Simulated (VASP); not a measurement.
Input of a VASP 6.6.1 run:

The input INCAR:

```
PREC = Accurate
ENCUT = 600
EDIFF = 1E-6
ISMEAR = -1
SIGMA = 0.1
LREAL = False
LASPH = True
NELM = 100
ALGO = Normal
ISIF = 3
LWAVE = False
LCHARG = False
GGA = PE
IBRION = 2
NSW = 32
EDIFFG = -0.005
PSTRESS = 2700.0
```

The input KPOINTS:

```
Automatic mesh
0
Gamma
  22 22 22
```

The input POSCAR:

```
P
1.0
   -1.2150918865      1.2150918865      1.2150918865
    1.2150918865     -1.2150918865      1.2150918865
    1.2150918865      1.2150918865     -1.2150918865
P
1
Direct
    0.0000000000      0.0000000000      0.0000000000
```

Potentials or basis: VASP PAW PBE potentials, release 64 (P).

The run is started by

```bash
$ cat potpaw_PBE.64/P/POTCAR > POTCAR
$ mpirun -np 1 vasp_std > vasp.out
```

Problem. What does it give for the relaxed cell?

Solution. a = 2.102 Å, b = 2.102 Å, c = 2.102 Å, α = 109.47°, β = 109.47°, γ = 109.47°.

Problem. Estimate the space group after relaxing (to 0.1 Å).

Solution. Im-3m (No. 229).

The path:
| step | energy change (eV) | largest force (eV/Å) | pressure (GPa) | volume (Å³) |
| --- | --- | --- | --- | --- |
| 1 | 0.0000 | 0.0000 | 266.17 | 7.18 |
| 2 | 0.3065 | 0.0000 | 290.43 | 7.00 |
| 3 | 0.0478 | 0.0000 | 269.96 | 7.15 |

Caveat: the cell is relaxed towards a set pressure, so the run minimises the enthalpy, not the energy.
